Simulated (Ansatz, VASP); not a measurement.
**PbSe: VASP beside Ansatz**

```
Pb Se
1.0
     0.00000    3.06065    3.06065
     3.06065    0.00000    3.06065
     3.06065    3.06065    0.00000
Pb Se
1 1
Direct
  0.00000 0.00000 0.00000
  0.50000 0.50000 0.50000
```

Alike in both runs: task relaxation of cell and atoms; functional r2SCAN; dispersion D3(BJ); k mesh 8 × 8 × 8; occupations fermi-dirac, width 0.05 eV; no spin polarisation.

|  | VASP | Ansatz |
| --- | --- | --- |
| version | VASP 6.6.1 | Ansatz 0.2.0 |
| potentials or method | VASP PAW PBE potentials, release 64 (Pb_d, Se) | Ansatz PAW |
| plane-wave cutoff (eV) | 600 | 500 |
| valence electrons in the cell | 20 | 30 |

Ansatz gave:

| Property | Result |
| --- | --- |
| gap on the k mesh at the Fermi level, each at its own relaxed structure (eV) | 0.60 |
| relaxed volume (Å³/atom) | 28.94 |
| relaxed length of the cell vector where the two differ most in proportion (Å) | 4.342 |

Q: What did VASP give for the same quantities?

A: gap on the k mesh at the Fermi level, each at its own relaxed structure (eV): 0.61; relaxed volume (Å³/atom): 28.96; relaxed length of the cell vector where the two differ most in proportion (Å): 4.343.

VASP's potentials were made for PBE, not for r2SCAN. VASP's potentials hold 20 valence electrons a cell and Ansatz's 30, so a difference there can come from the potentials and not from the codes.

Spin-orbit coupling is off throughout. Noted on Ansatz's run: the plane-wave basis is chosen anew once the cell has moved, so the energies of steps on either side of that aren't comparable.
